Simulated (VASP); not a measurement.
Here is a VASP 6.6.1 calculation.

The input INCAR:

```
SYSTEM = Re
PREC = Accurate ; ENCUT = 520
EDIFF = 1E-7 ; ISMEAR = -1
SIGMA = 0.05 ; LREAL = .FALSE.
LASPH = .TRUE. ; NELM = 100
ALGO = Normal ; ISIF = 2
LWAVE = .FALSE. ; LCHARG = .FALSE.
GGA = PS ; NBANDS = 14
```

Contents of KPOINTS:

```
Automatic mesh
0
G
  11 11 6
  0 0 0
```

File POSCAR:

```
Re
1.0
    2.6895823353      0.0000000000      0.0000000000
   -1.3447911677      2.3292466280      0.0000000000
    0.0000000000      0.0000000000      4.3461995226
Re
2
Direct
    0.6666666667      0.3333333333      0.7500000000
    0.3333333333      0.6666666667      0.2500000000
```

Potentials or basis: VASP PAW PBE potentials, release 64 (Re).

The run is started by

```console
$ cat potpaw_PBE.64/Re/POTCAR > POTCAR
$ mpirun -np 1 vasp_std > vasp.out
```

Q: Predict the band gap on the k mesh.

A: Zero (bands 7 and 8 overlap by 3.55 eV).

Q: What does it give for the pressure?

A: 30.9 GPa.

Stress tensor (GPa, compression positive):
```
30.95  0.00  0.00
 0.00 30.95  0.00
 0.00  0.00 30.82
```

Caveat: the cell stands under pressure; the PAW data sets were made with another functional, which shifts forces and pressure a little; spin-orbit coupling is left out, which moves the levels of the heavy elements.
